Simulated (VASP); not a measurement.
# V (Im-3m) in VASP: single point with r2SCAN

Aim: the single point of V with r2SCAN.

Everything below comes from runs of VASP 6.6.1. Logs are shortened: lines on timing, memory, paths and dates and some standing lists are left out, and cuts for length are marked.

### 1 The cell of the first run

It takes space group Im-3m (No. 229, cubic). Conventional cell: a = 3.032 Å, b = 3.032 Å, c = 3.032 Å, α = 90.00°, β = 90.00°, γ = 90.00°. Within 3.5 Å of V (site symmetry m-3m) lie 14 V at 2.63 to 3.03 Å.

### 2 Single point, r2SCAN, collinear spin, ferromagnetic start

POSCAR

```
V
1.0
   -1.5160500000      1.5160500000      1.5160500000
    3.0321000000     -3.0321000000      3.0321000000
    1.5160500000      1.5160500000     -1.5160500000
V
2
Direct
    0.0000000000      0.0000000000      0.0000000000
    0.0000000000      0.5000000000      0.0000000000
```

INCAR.step1

```
SYSTEM = V
PREC = Accurate
ENCUT = 520
ISMEAR = 0
SIGMA = 0.1
LREAL = .FALSE.
LASPH = .TRUE.
NELM = 150
ISPIN = 2
MAGMOM = 2 2
LMAXMIX = 4
ISYM = 0
NBANDS = 24
GGA = PE
ALGO = Normal
EDIFF = 1E-4
LWAVE = .TRUE.
LCHARG = .FALSE.
```

INCAR.step2

```
SYSTEM = V
PREC = Accurate
ENCUT = 520
EDIFF = 1E-6
ISMEAR = 0
SIGMA = 0.1
LREAL = .FALSE.
LASPH = .TRUE.
NELM = 150
ALGO = Normal
ISIF = 2
LWAVE = .FALSE.
LCHARG = .FALSE.
ISPIN = 2
MAGMOM = 2 2
LORBIT = 11
LMAXMIX = 4
METAGGA = R2SCAN
LMIXTAU = .TRUE.
ISYM = 0
NBANDS = 24
ISTART = 1
```

KPOINTS

```
Automatic mesh
0
G
  11 6 11
  0 0 0
```

Potentials or basis: VASP PAW PBE potentials, release 64 (V_sv).

On the command line:

```bash
$ cat potpaw_PBE.64/V_sv/POTCAR > POTCAR
$ cp INCAR.step1 INCAR
$ mpirun -np 1 vasp_std > vasp.out
$ cp INCAR.step2 INCAR
$ mpirun -np 1 vasp_std > vasp.out
```

OUTCAR:

```text
SYSTEM = V
   PREC = Accurate
   ENCUT = 520
   EDIFF = 1E-6
   ISMEAR = 0
   LREAL = .FALSE.
   LASPH = .TRUE.
   NELM = 150
   ISIF = 2
   ISPIN = 2
   LORBIT = 11
   METAGGA = R2SCAN
   ISYM = 0
   ISTART = 1

 ion  position               nearest neighbor table
   1  0.000  0.000  0.000-   2 2.63   2 2.63   2 2.63   2 2.63
   2  0.000  0.500  0.000-   1 2.63   1 2.63   1 2.63   1 2.63

IMPORTANT INFORMATION: All symmetrisations will be switched off!
NOSYMM: (Re-)initialisation of all symmetry stuff for point group C_1.

----------------------------------------------------------------------------------------

                                     Primitive cell

  volume of cell :      27.8760

  direct lattice vectors                    reciprocal lattice vectors
    -1.516050000  1.516050000  1.516050000     0.000000000  0.329804426  0.329804426
     3.032100000 -3.032100000  3.032100000     0.164902213  0.000000000  0.164902213
     1.516050000  1.516050000 -1.516050000     0.329804426  0.329804426  0.000000000

  length of vectors
     2.625875627  5.251751254  2.625875627     0.466413892  0.233206946  0.466413892

  position of ions in fractional coordinates (direct lattice)
     0.000000000  0.000000000  0.000000000
     0.000000000  0.500000000  0.000000000

  ion indices of the primitive-cell ions
   primitive index   ion index
                 1           1
                 2           2

----------------------------------------------------------------------------------------

 KPOINTS: Automatic mesh

Automatic generation of k-mesh.
 Grid dimensions read from file:
 generate k-points for:   11    6   11

 Generating k-lattice:

  Cartesian coordinates                     Fractional coordinates (reciprocal lattice)
     0.000000000  0.029982221  0.029982221     0.090909091  0.000000000  0.000000000
     0.027483702  0.000000000  0.027483702     0.000000000  0.166666667  0.000000000
     0.029982221  0.029982221  0.000000000     0.000000000  0.000000000  0.090909091

  Length of vectors
     0.042401263  0.038867824  0.042401263

  Shift w.r.t. Gamma in fractional coordinates (k-lattice)
     0.000000000  0.000000000  0.000000000

 -----------------------------------------------------------------------------
|                                                                             |
|           W    W    AA    RRRRR   N    N  II  N    N   GGGG   !!!           |
|           W    W   A  A   R    R  NN   N  II  NN   N  G    G  !!!           |
|           W    W  A    A  R    R  N N  N  II  N N  N  G       !!!           |
|           W WW W  AAAAAA  RRRRR   N  N N  II  N  N N  G  GGG   !            |
|           WW  WW  A    A  R   R   N   NN  II  N   NN  G    G                |
|           W    W  A    A  R    R  N    N  II  N    N   GGGG   !!!           |
|                                                                             |
|     Your reciprocal lattice and k-lattice belong to different lattice       |
|     classes:                                                                |
|                                                                             |
|        The reciprocal lattice is base centered orthorhombic,                |
|        whereas your k-lattice is base-centered monoclinic.                  |
|                                                                             |
|     Results are often still useful ...                                      |
|                                                                             |
 -----------------------------------------------------------------------------

 WARNING: IBZKPT: internal override: KBLOWUP is changed to .FALSE.
      ... skipping the blow-up phase ...

 Subroutine IBZKPT returns following result:
 ===========================================

 Found    364 irreducible k-points:

 Following reciprocal coordinates:
            Coordinates               Weight
  0.000000  0.000000  0.000000      1.000000
  0.090909  0.000000  0.000000      2.000000
  0.181818  0.000000  0.000000      2.000000
  0.272727  0.000000  0.000000      2.000000
  0.363636  0.000000  0.000000      2.000000
  0.454545  0.000000  0.000000      2.000000
[... 16 lines left out ...]
  0.454545  0.333333  0.000000      2.000000
 -0.454545  0.333333  0.000000      2.000000
 [... further k-points ...]
   k-points           NKPTS =    364   k-points in BZ     NKDIM =    364   number of bands    NBANDS=     24
   number of dos      NEDOS =    301   number of ions     NIONS =      2
   total plane-waves  NPLWV =  16000
   dimension x,y,z NGX =    20 NGY =   40 NGZ =   20
   dimension x,y,z NGXF=    40 NGYF=   80 NGZF=   40
   ions per type =               2
   NGX,Y,Z   is equivalent  to a cutoff of  12.66, 12.66, 12.66 a.u.
   NGXF,Y,Z  is equivalent  to a cutoff of  25.32, 25.32, 25.32 a.u.
 SYSTEM =  V
   PREC   = accura    normal or accurate (medium, high low for compatibility)
   ISTART =      1    job   : 0-new  1-cont  2-samecut
   ICHARG =      0    charge: 1-file 2-atom 10-const
   ISPIN  =      2    spin polarized calculation?
   LNONCOLLINEAR =      F non collinear calculations
   LSORBIT =      F    spin-orbit coupling
   LASPH  =      T    aspherical Exc in radial PAW
   ENCUT  =  520.0 eV  38.22 Ry    6.18 a.u.   4.88  9.76  4.88*2*pi/ulx,y,z
   NELM   =    150;   NELMIN=  2; NELMDL=  0     # of ELM steps
   EDIFF  = 0.1E-05   stopping-criterion for ELM
   LREAL  =      F    real-space projection
   EDIFFG = 0.1E-04   stopping-criterion for IOM
   NSW    =      0    number of steps for IOM
   IBRION =     -1    ionic relax: 0-MD 1-quasi-New 2-CG
   NFREE  =      0    steps in history (QN), initial steepest desc. (CG)
   ISIF   =      2    stress and relaxation
   ISYM   =      0    0-nonsym 1-usesym 2-fastsym
   POTIM  = 0.5000    time-step for ionic-motion
   TEBEG  =    0.0;   TEEND  =   0.0 temperature during run
   PSTRESS=    0.0 pullay stress
   NELECT =      26.0000    total number of electrons
   NUPDOWN=      -1.0000    fix difference up-down
   EMIN   =  10.00;   EMAX   =-10.00  energy-range for DOS
   EFERMI =   0.00;   METHOD = LEGACY
   ISMEAR =     0;   SIGMA  =   0.10  broadening in eV -4-tet -1-fermi 0-gaus
   EFERMI_NEDOS =   21; number of points for ismear=-14 and -15
   IALGO  =     38    algorithm
   IMIX   =      4    mixing-type and parameters
     AMIX     =   0.40;   BMIX     =  1.00
     AMIX_MAG =   1.60;   BMIX_MAG =  1.00
  volume/ion in A,a.u.               =      13.94        94.06
  Fermi-wavevector in a.u.,A,eV,Ry     =   1.599518  3.022650 34.809926  2.558457
  Thomas-Fermi vector in A             =   2.696798
   LORBIT       =     11    0 simple, 1 ext, 2 COOP (PROOUT), +10 PAW based schemes
   METAGGA = R2SCAN    functional components
   LHFCALC =     F    Hartree Fock is set to
   AEXX    =    0.0000 exact exchange contribution
   IVDW    =     0    specifies the selected vdW correction
   LEPSILON=     F    determine dielectric tensor
   LRPA    =     F    only Hartree local field effects (RPA)
 spin polarized calculation
 Gauss-broadening in eV      SIGMA  =   0.10
  energy-cutoff  :      520.00
  volume of cell :       27.88
 maximum number of plane-waves:       763
   NGX =  9   NGY = 19   NGZ =  9

 number of electron      25.9999995 magnetization       0.0039837

 Free energy of the ion-electron system (eV)
  ---------------------------------------------------
  ext. energy  EPLUGINS =         0.00000000
  ---------------------------------------------------
  free energy    TOTEN  =       -28.22929235 eV

  energy without entropy =      -28.21124766  energy(sigma->0) =      -28.22027000

 E-fermi :   9.2320     XC(G=0): -13.8603

 val. band max:        9.2308257742   @ k =   0.4545   0.3333   0.3636
 cond. band min:       9.2324315084   @ k =   0.3636   0.3333   0.4545
 fundamental gap:      0.0016057342
 Fermi energy:         9.2319678711

 spin component 1

 k-point     1 :       0.0000    0.0000    0.0000
  band No.  band energies     occupation
      1     -57.1295      1.00000
      2     -56.9489      1.00000
      3     -30.1756      1.00000
      4     -29.5946      1.00000
      5     -29.3392      1.00000
      6     -29.3358      1.00000
[... 16 lines left out ...]
     23      29.4266      0.00000
     24      30.2158      0.00000

 k-point     2 :       0.0909    0.0000    0.0000
  band No.  band energies     occupation
      1     -57.1154      1.00000
      2     -56.9489      1.00000
      3     -30.1384      1.00000
      4     -29.6092      1.00000
      5     -29.4014      1.00000
      6     -29.3641      1.00000
[... 586 lines left out ...]
 k-point    24 :      -0.4545    0.3333    0.0000
  band No.  band energies     occupation
      1     -56.9630      1.00000
      2     -56.9389      1.00000
      3     -30.0491      1.00000
      4     -30.0212      1.00000
      5     -29.7107      1.00000
      6     -29.6120      1.00000
[... 16 lines left out ...]
     23      22.6181      0.00000
     24      24.3455      0.00000

 [... further k-points ...]

 spin component 2

 k-point     1 :       0.0000    0.0000    0.0000
  band No.  band energies     occupation
      1     -57.1276      1.00000
      2     -56.9469      1.00000
      3     -30.1736      1.00000
      4     -29.5926      1.00000
      5     -29.3373      1.00000
      6     -29.3337      1.00000
[... 16 lines left out ...]
     23      29.4289      0.00000
     24      30.2161      0.00000

 k-point     2 :       0.0909    0.0000    0.0000
  band No.  band energies     occupation
      1     -57.1134      1.00000
      2     -56.9470      1.00000
      3     -30.1363      1.00000
      4     -29.6072      1.00000
      5     -29.3995      1.00000
      6     -29.3623      1.00000
[... 586 lines left out ...]
 k-point    24 :      -0.4545    0.3333    0.0000
  band No.  band energies     occupation
      1     -56.9610      1.00000
      2     -56.9369      1.00000
      3     -30.0471      1.00000
      4     -30.0193      1.00000
      5     -29.7087      1.00000
      6     -29.6100      1.00000
[... 16 lines left out ...]
     23      22.6196      0.00000
     24      24.3468      0.00000

 [... further k-points ...]

------------------------ aborting loop because EDIFF is reached ----------------------------------------

  FORCE on cell =-STRESS in cart. coord.  units (eV):
  Direction    XX          YY          ZZ          XY          YZ          ZX
  --------------------------------------------------------------------------------------
  -------------------------------------------------------------------------------------
  Total       -1.4450495     -1.4357550     -1.4450503      0.0477328      0.0477325     -0.0514788
  in kB      -83.0544215    -82.5202151    -83.0544650      2.7434465      2.7434301     -2.9587535
  external PRESSURE =     -82.8763672 kB  Pullay stress =       0.0000000 kB

 VOLUME and BASIS-vectors are now :
 -----------------------------------------------------------------------------
  energy-cutoff  :      520.00
  volume of cell :       27.88
      direct lattice vectors                 reciprocal lattice vectors
    -1.516050000  1.516050000  1.516050000     0.000000000  0.329804426  0.329804426
     3.032100000 -3.032100000  3.032100000     0.164902213  0.000000000  0.164902213
     1.516050000  1.516050000 -1.516050000     0.329804426  0.329804426  0.000000000

 POSITION                                       TOTAL-FORCE (eV/Angst)
 -----------------------------------------------------------------------------------
      0.00000      0.00000      0.00000         0.000000      0.000000      0.000000
      1.51605     -1.51605      1.51605        -0.000000     -0.000000     -0.000000
 -----------------------------------------------------------------------------------
    total drift:                                0.000000     -0.000000      0.000000

  FREE ENERGIE OF THE ION-ELECTRON SYSTEM (eV)
  ---------------------------------------------------
  free  energy   TOTEN  =       -28.2292923521 eV

  energy  without entropy=      -28.2112476553  energy(sigma->0) =      -28.22027000

 total charge

# of ion       s       p       d       tot
------------------------------------------
    1        2.328   6.225   3.008  11.561
    2        2.328   6.225   3.008  11.561
--------------------------------------------------
tot          4.656  12.450   6.015  23.122

 magnetization (x)

# of ion       s       p       d       tot
------------------------------------------
    1        0.000   0.000   0.001   0.002
    2        0.000   0.000   0.002   0.002
--------------------------------------------------
tot          0.000   0.000   0.003   0.003
```

Wall time 17 min (1 thread of Intel Xeon 6975P-C (Granite Rapids), shared host); peak memory 0.41 GiB.

What came out:

```yaml
Free_energy: -28.2293 eV
Pressure: -8.3 GPa
Band_gap_on_the_k_mesh: zero (filled and empty bands overlap)
Net_moment: 0.00 μB per cell
Valence_electrons_inside_the_program's_atomic_spheres: V 11.56
```

Stress tensor (GPa, compression positive):
```
-8.31  0.27 -0.30
 0.27 -8.25  0.27
-0.30  0.27 -8.31
```

Caveat: the cell stands under tension; the moments typed at the start vanished in this run; the PAW data sets were made with another functional, which shifts forces and pressure a little.
